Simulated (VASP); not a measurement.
Input of a VASP 6.6.1 run:

INCAR

```
SYSTEM = Zr2WS4
PREC = Accurate
ENCUT = 520
EDIFF = 1E-7
ISMEAR = 0
SIGMA = 0.1
LREAL = .FALSE.
LASPH = .TRUE.
NELM = 100
ALGO = Normal
ISIF = 2
LWAVE = .FALSE.
LCHARG = .FALSE.
GGA = PE
NBANDS = 40
```

Contents of KPOINTS:

```
Automatic mesh
0
G
  4 4 4
  0 0 0
```

The input POSCAR:

```
Zr2WS4
1.0
    0.0000000000      4.3269700700      4.3269700700
    4.3269700700      0.0000000000      4.3269700700
    4.3269700700      4.3269700700      0.0000000000
Zr W S
2 1 4
Direct
    0.7500000000      0.7500000000      0.7500000000
    0.2500000000      0.2500000000      0.2500000000
    0.5000000000      0.5000000000      0.5000000000
    0.9131991700      0.9131991700      0.9131991700
    0.9131991700      0.9131991700      0.2604025000
    0.9131991700      0.2604025000      0.9131991700
    0.2604025000      0.9131991700      0.9131991700
```

Potentials or basis: VASP PAW PBE potentials, release 64 (Zr_sv, W_sv, S).

Launch:

```sh
$ cat potpaw_PBE.64/Zr_sv/POTCAR potpaw_PBE.64/W_sv/POTCAR potpaw_PBE.64/S/POTCAR > POTCAR
$ mpirun -np 1 vasp_std > vasp.out
```

Estimate the pressure.

1.3 GPa.

Estimate the band gap on the k mesh.

zero (bands 31 and 32 overlap by 0.47 eV).

Forces in eV/Å, atoms in the order of the input:
```
Zr   0.000  0.000  0.000
Zr   0.000  0.000  0.000
W    0.000  0.000  0.000
S   -3.896 -3.896 -3.896
S    3.896  3.896 -3.896
S    3.896 -3.896  3.896
S   -3.896  3.896  3.896
```

Caveat: spin-orbit coupling is left out, which moves the levels of the heavy elements; forces of over 1 eV/Å act on the atoms, so gaps and moduli don't describe the material at rest.
